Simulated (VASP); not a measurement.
# Ta16Cu in VASP: further runs

The runs below take Ta16Cu through single point, with PBE+D3(BJ).

All numbers are computed with VASP 6.6.1; they aren't measurements. Logs are shortened: lines on timing, memory, paths and dates and some standing lists are left out, and cuts for length are marked.

### Step 1. The cell of the first run

The cell holds a slab with vacuum, 17 atoms: a = 6.570 Å, b = 6.570 Å, c = 21.910 Å, α = 90.00°, β = 90.00°, γ = 90.00°.

### Step 2. Single point, PBE+D3(BJ)

The input, INCAR:

```
SYSTEM = Ta16Cu
ALGO = Normal ; DIPOL = 0.5 0.5 0.307
EDIFF = 1E-6 ; ENCUT = 520
GGA = PE ; IDIPOL = 3
ISIF = 2 ; ISMEAR = 0
IVDW = 12 ; LASPH = .True.
LCHARG = .False. ; LDIPOL = .True.
LREAL = Auto ; LWAVE = .False.
NBANDS = 108 ; NELM = 100
PREC = Accurate ; SIGMA = 0.1
```

The input, KPOINTS:

```
k-points
0
Gamma
  4 4 1
  0 0 0
```

The input, POSCAR:

```
Ta16Cu
1.0
    6.5699959905      0.0000000000      0.0000000000
    0.0000000000      6.5699959905      0.0000000000
    0.0000000000      0.0000000000     21.9099229040
Ta Cu
16 1
Direct
    0.2500000000      0.2500000000      0.1825656812
    0.2500000000      0.7500000000      0.1825656812
    0.7500000000      0.2500000000      0.1825656812
    0.7500000000      0.7500000000      0.1825656812
    0.0000000000      0.0000000000      0.2575316683
    0.0000000000      0.5000000000      0.2575316683
    0.5000000000      0.0000000000      0.2575316683
    0.5000000000      0.5000000000      0.2575316683
    0.2500000000      0.2500000000      0.3326484497
    0.2500000000      0.7500000000      0.3326484497
    0.7500000000      0.2500000000      0.3326484497
    0.7500000000      0.7500000000      0.3326484497
    0.0000000000      0.0000000000      0.4020973941
    0.0000000000      0.5000000000      0.4020973941
    0.5000000000      0.0000000000      0.4020973941
    0.5000000000      0.5000000000      0.4020973941
    0.0000000000      0.0000000000      0.5162009448
```

Potentials or basis: VASP PAW PBE potentials, release 64 (Ta_pv, Cu).

Started as:

```
> cat potpaw_PBE.64/Ta_pv/POTCAR potpaw_PBE.64/Cu/POTCAR > POTCAR
> mpirun -np 1 vasp_std > vasp.out
```

OUTCAR:

```text
SYSTEM = Ta16Cu
   EDIFF = 1E-6
   ENCUT = 520
   GGA = PE
   ISIF = 2
   ISMEAR = 0
   IVDW = 12
   LASPH = .True.
   LREAL = Auto
   NELM = 100
   PREC = Accurate
 IVDW          = 12

 ion  position               nearest neighbor table
   1  0.250  0.250  0.183-   5 2.84   6 2.84   7 2.84   8 2.84   2 3.28   3 3.28   2 3.28   3 3.28
                             9 3.29
   2  0.250  0.750  0.183-   5 2.84   6 2.84   7 2.84   8 2.84   1 3.28   4 3.28   1 3.28   4 3.28
                            10 3.29
   3  0.750  0.250  0.183-   5 2.84   6 2.84   7 2.84   8 2.84   1 3.28   4 3.28   4 3.28   1 3.28
                            11 3.29
   4  0.750  0.750  0.183-   5 2.84   6 2.84   7 2.84   8 2.84   2 3.28   3 3.28   3 3.28   2 3.28
                            12 3.29
   5  0.000  0.000  0.258-   1 2.84   2 2.84   3 2.84   4 2.84   9 2.85  10 2.85  11 2.85  12 2.85
                            13 3.17   7 3.28   6 3.28   6 3.28   7 3.28
   6  0.000  0.500  0.258-   1 2.84   2 2.84   3 2.84   4 2.84   9 2.85  10 2.85  11 2.85  12 2.85
                            14 3.17   8 3.28   5 3.28   5 3.28   8 3.28
   7  0.500  0.000  0.258-   1 2.84   2 2.84   3 2.84   4 2.84   9 2.85  10 2.85  11 2.85  12 2.85
                            15 3.17   8 3.28   5 3.28   8 3.28   5 3.28
   8  0.500  0.500  0.258-   1 2.84   2 2.84   3 2.84   4 2.84   9 2.85  10 2.85  11 2.85  12 2.85
                            16 3.17   7 3.28   6 3.28   7 3.28   6 3.28
   9  0.250  0.250  0.333-  13 2.78  14 2.78  15 2.78  16 2.78   5 2.85   6 2.85   7 2.85   8 2.85
                            10 3.28  11 3.28  10 3.28  11 3.28   1 3.29
  10  0.250  0.750  0.333-  13 2.78  14 2.78  15 2.78  16 2.78   5 2.85   6 2.85   7 2.85   8 2.85
                             9 3.28  12 3.28   9 3.28  12 3.28   2 3.29
  11  0.750  0.250  0.333-  13 2.78  14 2.78  15 2.78  16 2.78   5 2.85   6 2.85   7 2.85   8 2.85
                             9 3.28  12 3.28  12 3.28   9 3.28   3 3.29
  12  0.750  0.750  0.333-  13 2.78  14 2.78  15 2.78  16 2.78   5 2.85   6 2.85   7 2.85   8 2.85
                            10 3.28  11 3.28  11 3.28  10 3.28   4 3.29
  13  0.000  0.000  0.402-  17 2.50  10 2.78  11 2.78  12 2.78   9 2.78   5 3.17  15 3.28  14 3.28
                            14 3.28  15 3.28
  14  0.000  0.500  0.402-   9 2.78  10 2.78  11 2.78  12 2.78   6 3.17  13 3.28  16 3.28  13 3.28
                            16 3.28
  15  0.500  0.000  0.402-   9 2.78  10 2.78  11 2.78  12 2.78   7 3.17  13 3.28  16 3.28  16 3.28
                            13 3.28
  16  0.500  0.500  0.402-   9 2.78  10 2.78  11 2.78  12 2.78   8 3.17  14 3.28  15 3.28  15 3.28
                            14 3.28
  17  0.000  0.000  0.516-  13 2.50

  LATTYP: Found a simple tetragonal cell.
 ALAT       =     6.5699959905
 C/A-ratio  =     3.3348457040

  Lattice vectors:

 A1 = (   6.5699959905,   0.0000000000,   0.0000000000)
 A2 = (   0.0000000000,   6.5699959905,   0.0000000000)
 A3 = (   0.0000000000,   0.0000000000,  21.9099229040)

Analysis of symmetry for initial positions (statically):
=====================================================================
 Subroutine PRICEL returns:
 Original cell was already a primitive cell.

 Routine SETGRP: Setting up the symmetry group for a
 simple tetragonal supercell.

 Subroutine GETGRP returns: Found  8 space group operations
 (whereof  8 operations were pure point group operations)
 out of a pool of 16 trial point group operations.

The static configuration has the point symmetry C_4v.

Analysis of symmetry for dynamics (positions and initial velocities):
=====================================================================
 Subroutine PRICEL returns:
 Original cell was already a primitive cell.

 Routine SETGRP: Setting up the symmetry group for a
 simple tetragonal supercell.

 Subroutine GETGRP returns: Found  8 space group operations
 (whereof  8 operations were pure point group operations)
 out of a pool of 16 trial point group operations.

The dynamic configuration has the point symmetry C_4v.

 Subroutine INISYM returns: Found  8 space group operations
 (whereof  8 operations are pure point group operations),
 and found     1 'primitive' translations

----------------------------------------------------------------------------------------

                                     Primitive cell

  volume of cell :     945.7385

  direct lattice vectors                    reciprocal lattice vectors
     6.569995990  0.000000000  0.000000000     0.152207094  0.000000000  0.000000000
     0.000000000  6.569995990  0.000000000     0.000000000  0.152207094  0.000000000
     0.000000000  0.000000000 21.909922904     0.000000000  0.000000000  0.045641420

  length of vectors
     6.569995990  6.569995990 21.909922904     0.152207094  0.152207094  0.045641420

  position of ions in fractional coordinates (direct lattice)
     0.250000000  0.250000000  0.182565681
     0.250000000  0.750000000  0.182565681
     0.750000000  0.250000000  0.182565681
     0.750000000  0.750000000  0.182565681
     0.000000000  0.000000000  0.257531668
     0.000000000  0.500000000  0.257531668
[... 9 lines left out ...]
     0.500000000  0.500000000  0.402097394
     0.000000000  0.000000000  0.516200945

  ion indices of the primitive-cell ions
   primitive index   ion index
                 1           1
                 2           2
                 3           3
                 4           4
                 5           5
                 6           6
[... 9 lines left out ...]
                16          16
                17          17

----------------------------------------------------------------------------------------

 KPOINTS: k-points

Automatic generation of k-mesh.
 Grid dimensions read from file:
 generate k-points for:    4    4    1

 Generating k-lattice:

  Cartesian coordinates                     Fractional coordinates (reciprocal lattice)
     0.038051774  0.000000000  0.000000000     0.250000000  0.000000000  0.000000000
     0.000000000  0.038051774  0.000000000     0.000000000  0.250000000  0.000000000
     0.000000000  0.000000000  0.045641420     0.000000000  0.000000000  1.000000000

  Length of vectors
     0.038051774  0.038051774  0.045641420

  Shift w.r.t. Gamma in fractional coordinates (k-lattice)
     0.000000000  0.000000000  0.000000000

 Subroutine IBZKPT returns following result:
 ===========================================

 Found      6 irreducible k-points:

 Following reciprocal coordinates:
            Coordinates               Weight
  0.000000  0.000000  0.000000      1.000000
  0.250000  0.000000  0.000000      4.000000
  0.500000  0.000000  0.000000      2.000000
  0.250000  0.250000  0.000000      4.000000
  0.500000  0.250000  0.000000      4.000000
  0.500000  0.500000  0.000000      1.000000
   k-points           NKPTS =      6   k-points in BZ     NKDIM =      6   number of bands    NBANDS=    108
   number of dos      NEDOS =    301   number of ions     NIONS =     17
   total plane-waves  NPLWV = 420000
   dimension x,y,z NGX =    50 NGY =   50 NGZ =  168
   dimension x,y,z NGXF=   100 NGYF=  100 NGZF=  336
   ions per type =              16   1
   NGX,Y,Z   is equivalent  to a cutoff of  12.65, 12.65, 12.75 a.u.
   NGXF,Y,Z  is equivalent  to a cutoff of  25.30, 25.30, 25.49 a.u.
 SYSTEM =  Ta16Cu
   PREC   = accura    normal or accurate (medium, high low for compatibility)
   ISTART =      0    job   : 0-new  1-cont  2-samecut
   ICHARG =      2    charge: 1-file 2-atom 10-const
   ISPIN  =      1    spin polarized calculation?
   LNONCOLLINEAR =      F non collinear calculations
   LSORBIT =      F    spin-orbit coupling
   LASPH  =      T    aspherical Exc in radial PAW
   ENCUT  =  520.0 eV  38.22 Ry    6.18 a.u.  12.22 12.22 40.74*2*pi/ulx,y,z
   NELM   =    100;   NELMIN=  2; NELMDL= -5     # of ELM steps
   EDIFF  = 0.1E-05   stopping-criterion for ELM
   LREAL  =      T    real-space projection
   EDIFFG = 0.1E-04   stopping-criterion for IOM
   NSW    =      0    number of steps for IOM
   IBRION =     -1    ionic relax: 0-MD 1-quasi-New 2-CG
   NFREE  =      0    steps in history (QN), initial steepest desc. (CG)
   ISIF   =      2    stress and relaxation
   ISYM   =      2    0-nonsym 1-usesym 2-fastsym
   POTIM  = 0.5000    time-step for ionic-motion
   TEBEG  =    0.0;   TEEND  =   0.0 temperature during run
   PSTRESS=    0.0 pullay stress
   NELECT =     187.0000    total number of electrons
   NUPDOWN=      -1.0000    fix difference up-down
   EMIN   =  10.00;   EMAX   =-10.00  energy-range for DOS
   EFERMI =   0.00;   METHOD = LEGACY
   ISMEAR =     0;   SIGMA  =   0.10  broadening in eV -4-tet -1-fermi 0-gaus
   EFERMI_NEDOS =   21; number of points for ismear=-14 and -15
   IALGO  =     38    algorithm
   IMIX   =      4    mixing-type and parameters
     AMIX     =   0.40;   BMIX     =  1.00
     AMIX_MAG =   1.60;   BMIX_MAG =  1.00
  volume/ion in A,a.u.               =      55.63       375.42
  Fermi-wavevector in a.u.,A,eV,Ry     =   0.953744  1.802314 12.376227  0.909627
  Thomas-Fermi vector in A             =   2.082427
   LORBIT       =      0    0 simple, 1 ext, 2 COOP (PROOUT), +10 PAW based schemes
   GGA     = PE    functional components
   LHFCALC =     F    Hartree Fock is set to
   AEXX    =    0.0000 exact exchange contribution
   IVDW    =    12    specifies the selected vdW correction
   LEPSILON=     F    determine dielectric tensor
   LRPA    =     F    only Hartree local field effects (RPA)
 non-spin polarized calculation
 Gauss-broadening in eV      SIGMA  =   0.10
  energy-cutoff  :      520.00
  volume of cell :      945.74
 maximum number of plane-waves:     25516
 NGX is ok and might be reduce to    50
   NGX = 25   NGY = 25   NGZ = 81

 dipolmoment           0.000000      0.000000      0.010975 electrons x Angstroem

 number of electron     186.9999993 magnetization

 dipolmoment           0.000000      0.000000     -0.030492 electrons x Angstroem

 Free energy of the ion-electron system (eV)
  ---------------------------------------------------
  ext. energy  EPLUGINS =         0.00000000
  ---------------------------------------------------
  free energy    TOTEN  =      -176.77989324 eV

  energy without entropy =     -176.70407141  energy(sigma->0) =     -176.74198232

 E-fermi :  -0.6870     XC(G=0):  -5.1790

 val. band max:       -0.7420535508   @ k =   0.5000   0.5000   0.0000
 cond. band min:      -0.6816547805   @ k =   0.2500   0.0000   0.0000
 fundamental gap:      0.0603987703
 Fermi energy:        -0.6869870927

 k-point     1 :       0.0000    0.0000    0.0000
  band No.  band energies     occupation
      1     -35.6804      2.00000
      2     -35.6637      2.00000
      3     -35.6551      2.00000
      4     -35.6551      2.00000
      5     -35.6481      2.00000
      6     -35.6481      2.00000
[... 97 lines left out ...]
    104       0.6637      0.00000
    105       0.6637      0.00000

 k-point     2 :       0.2500    0.0000    0.0000
  band No.  band energies     occupation
      1     -35.6619      2.00000
      2     -35.6442      2.00000
      3     -35.6419      2.00000
      4     -35.6330      2.00000
      5     -35.6328      2.00000
      6     -35.6268      2.00000
[... 424 lines left out ...]
 k-point     6 :       0.5000    0.5000    0.0000
  band No.  band energies     occupation
      1     -35.6082      2.00000
      2     -35.6082      2.00000
      3     -35.6065      2.00000
      4     -35.5961      2.00000
      5     -35.5536      2.00000
      6     -35.5536      2.00000
[... 97 lines left out ...]
    104      -0.1925      0.00000
    105      -0.1924      0.00000
 [bands above 105 left out]

------------------------ aborting loop because EDIFF is reached ----------------------------------------

 vacuum level on the upper side and lower side of the slab       (xc-potential included)        -0.087        -0.012

 Edisp (eV)   -6.85903

 E8    (eV) :    -3.7292

  FORCE on cell =-STRESS in cart. coord.  units (eV):
  Direction    XX          YY          ZZ          XY          YZ          ZX
  --------------------------------------------------------------------------------------
  -------------------------------------------------------------------------------------
  Total     -18.89750   -18.89750    -3.24003     0.00000    -0.00000     0.00000
  in kB     -32.01429   -32.01429    -5.48895     0.00000    -0.00000     0.00000
  external pressure =      -23.17 kB  Pullay stress =        0.00 kB

 VOLUME and BASIS-vectors are now :
 -----------------------------------------------------------------------------
  energy-cutoff  :      520.00
  volume of cell :      945.74
      direct lattice vectors                 reciprocal lattice vectors
     6.569995990  0.000000000  0.000000000     0.152207094  0.000000000  0.000000000
     0.000000000  6.569995990  0.000000000     0.000000000  0.152207094  0.000000000
     0.000000000  0.000000000 21.909922904     0.000000000  0.000000000  0.045641420

 POSITION                                       TOTAL-FORCE (eV/Angst)
 -----------------------------------------------------------------------------------
      1.64250      1.64250      4.00000         0.008507      0.008507      0.505913
      1.64250      4.92750      4.00000         0.008507     -0.008507      0.505913
      4.92750      1.64250      4.00000        -0.008507      0.008507      0.505913
      4.92750      4.92750      4.00000        -0.008507     -0.008507      0.505913
      0.00000      0.00000      5.64250         0.000000     -0.000000     -0.717282
      0.00000      3.28500      5.64250         0.000000     -0.000000     -0.495933
[... 9 lines left out ...]
      3.28500      3.28500      8.80992         0.000000     -0.000000     -0.329751
      0.00000      0.00000     11.30992         0.000000     -0.000000     -0.313526
 -----------------------------------------------------------------------------------
    total drift:                                0.000000      0.000000     -0.003710

  FREE ENERGIE OF THE ION-ELECTRON SYSTEM (eV)
  ---------------------------------------------------
  free  energy   TOTEN  =      -183.6389257187 eV

  energy  without entropy=     -183.5631038928  energy(sigma->0) =     -183.60101481

 vacuum level on the upper side and lower side of the slab         3.176         3.297
```

It took 24 min on 1 thread of Intel Xeon 6975P-C (Granite Rapids), shared host; peak memory 1 GiB.

Results:

```
Free energy                : -183.6389 eV
Largest force              : 0.717 eV/Å
Band gap on the k mesh     : zero (an odd number of electrons rules out a gap without spin polarisation)
Dispersion energy per atom : -0.403 eV
```

Forces in eV/Å, atoms in the order of the input:
```
Ta   0.009  0.009  0.506
Ta   0.009 -0.009  0.506
Ta  -0.009  0.009  0.506
Ta  -0.009 -0.009  0.506
Ta   0.000  0.000 -0.717
Ta   0.000  0.000 -0.496
Ta   0.000  0.000 -0.496
Ta   0.000  0.000 -0.489
Ta   0.051  0.051 -0.082
Ta   0.051 -0.051 -0.082
Ta  -0.051  0.051 -0.082
Ta  -0.051 -0.051 -0.082
Ta   0.000  0.000  0.579
Ta   0.000  0.000  0.284
Ta   0.000  0.000  0.284
Ta   0.000  0.000 -0.330
Cu   0.000  0.000 -0.314
```

Levels at points of the mesh, in eV from the Fermi level:
```tsv
k point	band 90	band 91	band 92	band 93	band 94	band 95	band 96	band 97
(0.00, 0.00, 0.00)	-0.11	-0.07	-0.06	0.14	0.17	0.19	0.19	0.37
(0.50, 0.00, 0.00)	-0.58	-0.43	-0.42	-0.37	-0.06	0.13	0.31	0.31
(0.50, 0.50, 0.00)	-0.93	-0.86	-0.86	-0.84	-0.74	-0.12	-0.12	-0.11
```

Caveat: spin-orbit coupling is left out, which moves the levels of the heavy elements.

(Part 1 of 2 ends here.)

The gap in the log of VASP goes by the Fermi energy; the results here count the filled bands.